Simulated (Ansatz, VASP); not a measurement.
# Na: VASP beside Ansatz

```
CELL_PARAMETERS angstrom
-2.02731 2.02731 2.02731
2.02731 -2.02731 2.02731
2.02731 2.02731 -2.02731
ATOMIC_POSITIONS crystal
Na 0.00000 0.00000 0.00000
```

Alike in both runs: functional LDA; k mesh 14 × 14 × 14; occupations gaussian, width 0.1 eV; no spin polarisation.

Ansatz relaxed the structure, and its values are those at the end. VASP's run is a single point on that final structure, the one shown.

```csv
,VASP,Ansatz
version,VASP 6.6.1,Ansatz 0.2.0
potentials or method,"VASP PAW LDA potentials, release 64 (Na_pv), cutoff 520 eV","scalar-relativistic, plane waves, PAW"
valence electrons in the cell,7,9
```

|  | VASP | Ansatz | Ansatz less VASP |
| --- | --- | --- | --- |
| gap on the k mesh at the Fermi level (eV) | none | none | - |
| pressure (GPa) | 0.0 | 0.0 | +0.01 |

LDA's correlation is that of Perdew and Zunger in VASP and of Perdew and Wang (1992) in Ansatz. A gap of «none» marks a metal or a gap that the smearing closes. VASP's potentials hold 7 valence electrons a cell and Ansatz's 9, so a difference there can come from the potentials and not from the codes.
